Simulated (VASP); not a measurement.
# Pt (Fm-3m) in VASP: single point with PBE

Aim: the single point of Pt with PBE.

Program: VASP 6.6.1. These are calculated values, not measurements. Logs are shortened: lines on timing, memory, paths and dates and some standing lists are left out, and cuts for length are marked.

## Step 1: The cell of the first run

It takes space group Fm-3m (No. 225, cubic). Conventional cell: a = 3.916 Å, b = 3.916 Å, c = 3.916 Å, α = 90.00°, β = 90.00°, γ = 90.00°. Pt (site symmetry m-3m) has 12 Pt at 2.77 Å within 3.6 Å.

## Step 2: Single point, PBE

INCAR reads:

```
SYSTEM = Pt
  ALGO = Normal
  EDIFF = 1E-6
  ENCUT = 520
  GGA = PE
  ISIF = 2
  ISMEAR = 0
  LASPH = .TRUE.
  LCHARG = .FALSE.
  LREAL = .FALSE.
  LWAVE = .FALSE.
  NBANDS = 11
  NELM = 100
  PREC = Accurate
  SIGMA = 0.1
```

KPOINTS reads:

```
k-points
0
G
  8 8 8
  0 0 0
```

POSCAR reads:

```
Pt
1.0
    0.0000000000      1.9579000000      1.9579000000
    1.9579000000      0.0000000000      1.9579000000
    1.9579000000      1.9579000000      0.0000000000
Pt
1
Direct
    0.0000000000      0.0000000000      0.0000000000
```

Potentials or basis: VASP PAW PBE potentials, release 64 (Pt).

Started as:

```
cat potpaw_PBE.64/Pt/POTCAR > POTCAR
mpirun -np 1 vasp_std > vasp.out
```

OUTCAR:

```text
SYSTEM = Pt
   EDIFF = 1E-6
   ENCUT = 520
   GGA = PE
   ISIF = 2
   ISMEAR = 0
   LASPH = .TRUE.
   LREAL = .FALSE.
   NELM = 100
   PREC = Accurate

 ion  position               nearest neighbor table
   1  0.000  0.000  0.000-

  LATTYP: Found a face centered cubic cell.
 ALAT       =     3.9158000000

  Lattice vectors:

 A1 = (   0.0000000000,   1.9579000000,   1.9579000000)
 A2 = (   1.9579000000,   0.0000000000,   1.9579000000)
 A3 = (   1.9579000000,   1.9579000000,   0.0000000000)

Analysis of symmetry for initial positions (statically):
=====================================================================
 Subroutine PRICEL returns:
 Original cell was already a primitive cell.

 Routine SETGRP: Setting up the symmetry group for a
 face centered cubic supercell.

 Subroutine GETGRP returns: Found 48 space group operations
 (whereof 48 operations were pure point group operations)
 out of a pool of 48 trial point group operations.

The static configuration has the point symmetry O_h .

Analysis of symmetry for dynamics (positions and initial velocities):
=====================================================================
 Subroutine PRICEL returns:
 Original cell was already a primitive cell.

 Routine SETGRP: Setting up the symmetry group for a
 face centered cubic supercell.

 Subroutine GETGRP returns: Found 48 space group operations
 (whereof 48 operations were pure point group operations)
 out of a pool of 48 trial point group operations.

The dynamic configuration has the point symmetry O_h .

 Subroutine INISYM returns: Found 48 space group operations
 (whereof 48 operations are pure point group operations),
 and found     1 'primitive' translations

----------------------------------------------------------------------------------------

                                     Primitive cell

  volume of cell :      15.0107

  direct lattice vectors                    reciprocal lattice vectors
     0.000000000  1.957900000  1.957900000    -0.255375658  0.255375658  0.255375658
     1.957900000  0.000000000  1.957900000     0.255375658 -0.255375658  0.255375658
     1.957900000  1.957900000  0.000000000     0.255375658  0.255375658 -0.255375658

  length of vectors
     2.768888734  2.768888734  2.768888734     0.442323614  0.442323614  0.442323614

  position of ions in fractional coordinates (direct lattice)
     0.000000000  0.000000000  0.000000000

  ion indices of the primitive-cell ions
   primitive index   ion index
                 1           1

----------------------------------------------------------------------------------------

 KPOINTS: k-points

Automatic generation of k-mesh.
 Grid dimensions read from file:
 generate k-points for:    8    8    8

 Generating k-lattice:

  Cartesian coordinates                     Fractional coordinates (reciprocal lattice)
    -0.031921957  0.031921957  0.031921957     0.125000000  0.000000000  0.000000000
     0.031921957 -0.031921957  0.031921957     0.000000000  0.125000000  0.000000000
     0.031921957  0.031921957 -0.031921957     0.000000000  0.000000000  0.125000000

  Length of vectors
     0.055290452  0.055290452  0.055290452

  Shift w.r.t. Gamma in fractional coordinates (k-lattice)
     0.000000000  0.000000000  0.000000000

 Subroutine IBZKPT returns following result:
 ===========================================

 Found     29 irreducible k-points:

 Following reciprocal coordinates:
            Coordinates               Weight
  0.000000  0.000000  0.000000      1.000000
  0.125000  0.000000  0.000000      8.000000
  0.250000  0.000000  0.000000      8.000000
  0.375000  0.000000  0.000000      8.000000
  0.500000  0.000000  0.000000      4.000000
  0.125000  0.125000  0.000000      6.000000
[... 16 lines left out ...]
  0.500000  0.250000  0.125000     48.000000
 -0.375000  0.250000  0.125000     24.000000
 [... further k-points ...]
   k-points           NKPTS =     29   k-points in BZ     NKDIM =     29   number of bands    NBANDS=     11
   number of dos      NEDOS =    301   number of ions     NIONS =      1
   total plane-waves  NPLWV =  13824
   dimension x,y,z NGX =    24 NGY =   24 NGZ =   24
   dimension x,y,z NGXF=    48 NGYF=   48 NGZF=   48
   ions per type =               1
   NGX,Y,Z   is equivalent  to a cutoff of  14.41, 14.41, 14.41 a.u.
   NGXF,Y,Z  is equivalent  to a cutoff of  28.82, 28.82, 28.82 a.u.
 SYSTEM =  Pt
   PREC   = accura    normal or accurate (medium, high low for compatibility)
   ISTART =      0    job   : 0-new  1-cont  2-samecut
   ICHARG =      2    charge: 1-file 2-atom 10-const
   ISPIN  =      1    spin polarized calculation?
   LNONCOLLINEAR =      F non collinear calculations
   LSORBIT =      F    spin-orbit coupling
   LASPH  =      T    aspherical Exc in radial PAW
   ENCUT  =  520.0 eV  38.22 Ry    6.18 a.u.   5.15  5.15  5.15*2*pi/ulx,y,z
   NELM   =    100;   NELMIN=  2; NELMDL= -5     # of ELM steps
   EDIFF  = 0.1E-05   stopping-criterion for ELM
   LREAL  =      F    real-space projection
[... 7 lines left out ...]
   TEBEG  =    0.0;   TEEND  =   0.0 temperature during run
   PSTRESS=    0.0 pullay stress
   NELECT =      10.0000    total number of electrons
   NUPDOWN=      -1.0000    fix difference up-down
   EMIN   =  10.00;   EMAX   =-10.00  energy-range for DOS
   EFERMI =   0.00;   METHOD = LEGACY
   ISMEAR =     0;   SIGMA  =   0.10  broadening in eV -4-tet -1-fermi 0-gaus
   EFERMI_NEDOS =   21; number of points for ismear=-14 and -15
   IALGO  =     38    algorithm
   IMIX   =      4    mixing-type and parameters
     AMIX     =   0.40;   BMIX     =  1.00
     AMIX_MAG =   1.60;   BMIX_MAG =  1.00
  volume/ion in A,a.u.               =      15.01       101.30
  Fermi-wavevector in a.u.,A,eV,Ry     =   1.429797  2.701924 27.814648  2.044319
  Thomas-Fermi vector in A             =   2.549712
   LORBIT       =      0    0 simple, 1 ext, 2 COOP (PROOUT), +10 PAW based schemes
   GGA     = PE    functional components
   LHFCALC =     F    Hartree Fock is set to
   AEXX    =    0.0000 exact exchange contribution
   IVDW    =     0    specifies the selected vdW correction
   LEPSILON=     F    determine dielectric tensor
   LRPA    =     F    only Hartree local field effects (RPA)
 non-spin polarized calculation
 Gauss-broadening in eV      SIGMA  =   0.10
  energy-cutoff  :      520.00
  volume of cell :       15.01
 maximum number of plane-waves:       415
 NGX is ok and might be reduce to    24
   NGX = 11   NGY = 11   NGZ = 11

 number of electron      10.0000000 magnetization

 number of electron       9.9999999 magnetization

 Free energy of the ion-electron system (eV)
  ---------------------------------------------------
  ext. energy  EPLUGINS =         0.00000000
  ---------------------------------------------------
  free energy    TOTEN  =        -6.06893364 eV

  energy without entropy =       -6.06010431  energy(sigma->0) =       -6.06451897

 E-fermi :  11.2871     XC(G=0): -13.5258

 val. band max:       11.1458214371   @ k =  -0.3750   0.3750   0.0000
 cond. band min:      11.2893609418   @ k =  -0.2500   0.1250   0.0000
 fundamental gap:      0.1435395047
 Fermi energy:        11.2870871823

 k-point     1 :       0.0000    0.0000    0.0000
  band No.  band energies     occupation
      1       1.0862      2.00000
      2       7.5100      2.00000
      3       7.5100      2.00000
      4       7.5100      2.00000
      5       9.6760      2.00000
      6       9.6760      2.00000
      7      25.9867      0.00000
      8      30.9770      0.00000
      9      30.9770      0.00000
     10      30.9770      0.00000
     11      36.3471      0.00000

 k-point     2 :       0.1250    0.0000    0.0000
  band No.  band energies     occupation
      1       1.6996      2.00000
      2       7.2666      2.00000
      3       7.7304      2.00000
      4       7.7304      2.00000
      5       9.5744      2.00000
      6       9.5744      2.00000
      7      26.8852      0.00000
      8      28.5172      0.00000
      9      31.9236      0.00000
     10      31.9236      0.00000
     11      37.6813      0.00000

 k-point     3 :       0.2500    0.0000    0.0000
  band No.  band energies     occupation
      1       3.1370      2.00000
      2       7.1643      2.00000
      3       7.8846      2.00000
      4       7.8846      2.00000
      5       9.8544      2.00000
      6       9.8544      2.00000
      7      24.6847      0.00000
      8      27.7426      0.00000
      9      34.0564      0.00000
     10      34.0564      0.00000
     11      34.9205      0.00000

 k-point     4 :       0.3750    0.0000    0.0000
  band No.  band energies     occupation
      1       3.9240      2.00000
      2       7.6030      2.00000
      3       7.6030      2.00000
      4       8.8380      2.00000
      5      10.8200      2.00000
      6      10.8200      2.00000
      7      20.1652      0.00000
      8      26.2578      0.00000
      9      31.7976      0.00000
     10      31.7976      0.00000
     11      37.8300      0.00000
[... 239 lines left out ...]
 k-point    22 :       0.3750    0.2500    0.1250
  band No.  band energies     occupation
      1       4.4218      2.00000
      2       6.1850      2.00000
      3       7.4927      2.00000
      4       9.1794      2.00000
      5       9.2654      2.00000
      6      11.3402      0.45247
      7      24.9082      0.00000
      8      27.1446      0.00000
      9      29.3429      0.00000
     10      31.5947      0.00000
     11      35.7212      0.00000

 k-point    23 :       0.5000    0.2500    0.1250
  band No.  band energies     occupation
      1       5.2312      2.00000
      2       6.6864      2.00000
      3       6.9799      2.00000
      4       8.8823      2.00000
      5      10.5757      2.00000
      6      13.2689      0.00000
      7      20.6533      0.00000
      8      25.7890      0.00000
      9      27.6030      0.00000
     10      31.8830      0.00000
     11      35.6932      0.00000

 k-point    24 :      -0.3750    0.2500    0.1250
  band No.  band energies     occupation
      1       5.2505      2.00000
      2       6.4767      2.00000
      3       7.8589      2.00000
      4       8.6158      2.00000
      5      11.1270      1.97640
      6      15.7804      0.00000
      7      16.8871      0.00000
      8      26.1225      0.00000
      9      26.4634      0.00000
     10      30.5487      0.00000
     11      37.5975      0.00000

 [... further k-points ...]
[... 5 lines left out ...]
  --------------------------------------------------------------------------------------
  -------------------------------------------------------------------------------------
  Total        0.9608840      0.9608840      0.9608840      0.0000000      0.0000000      0.0000000
  in kB      102.5604722    102.5604722    102.5604722      0.0000000      0.0000000      0.0000000
  external PRESSURE =     102.5604722 kB  Pullay stress =       0.0000000 kB

 VOLUME and BASIS-vectors are now :
 -----------------------------------------------------------------------------
  energy-cutoff  :      520.00
  volume of cell :       15.01
      direct lattice vectors                 reciprocal lattice vectors
     0.000000000  1.957900000  1.957900000    -0.255375658  0.255375658  0.255375658
     1.957900000  0.000000000  1.957900000     0.255375658 -0.255375658  0.255375658
     1.957900000  1.957900000  0.000000000     0.255375658  0.255375658 -0.255375658

 POSITION                                       TOTAL-FORCE (eV/Angst)
 -----------------------------------------------------------------------------------
      0.00000      0.00000      0.00000         0.000000     -0.000000     -0.000000
 -----------------------------------------------------------------------------------
    total drift:                               -0.000000      0.000000     -0.000000

  FREE ENERGIE OF THE ION-ELECTRON SYSTEM (eV)
  ---------------------------------------------------
  free  energy   TOTEN  =        -6.0689336366 eV

  energy  without entropy=       -6.0601043115  energy(sigma->0) =       -6.06451897
```

It took 2.5 s on 1 thread of Intel Xeon 6975P-C (Granite Rapids), shared host; peak memory 0.14 GiB.

What came out:

- Free energy: -6.0689 eV
- Pressure: 10.3 GPa
- Band gap on the k mesh: zero (band 5 reaches 11.82 eV, above the bottom of band 6 at 9.57 eV)

Caveat: spin-orbit coupling is left out, which moves the levels of the heavy elements.
